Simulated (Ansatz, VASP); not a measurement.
**Te: VASP beside Ansatz**

```
CELL_PARAMETERS angstrom
2.27474 1.31332 1.66810
-2.27474 1.31332 1.66810
0.00000 -2.62664 1.66810
ATOMIC_POSITIONS crystal
Te 0.50000 0.50000 0.50000
```

Alike in both runs: task single point; functional LDA; k mesh 7 × 7 × 7; occupations fermi-dirac, width 0.15 eV; no spin polarisation.

|  | VASP | Ansatz |
| --- | --- | --- |
| version | VASP 6.6.1 | Ansatz 0.2.0 |
| potentials or method | VASP PAW LDA potentials, release 64 (Te), cutoff 520 eV | plane waves, PAW |
| valence electrons in the cell | 6 | 16 |

|  | VASP | Ansatz | Ansatz less VASP |
| --- | --- | --- | --- |
| pressure (GPa) | 1.3 | 1.2 | -0.11 |
| traceless stress, the component that is largest in VASP (GPa) | -0.15 | -0.11 | +0.038 |

LDA's correlation is that of Perdew and Zunger in VASP and of Perdew and Wang (1992) in Ansatz. VASP's potentials hold 6 valence electrons a cell and Ansatz's 16, so a difference there can come from the potentials and not from the codes.

Spin-orbit coupling is off throughout.
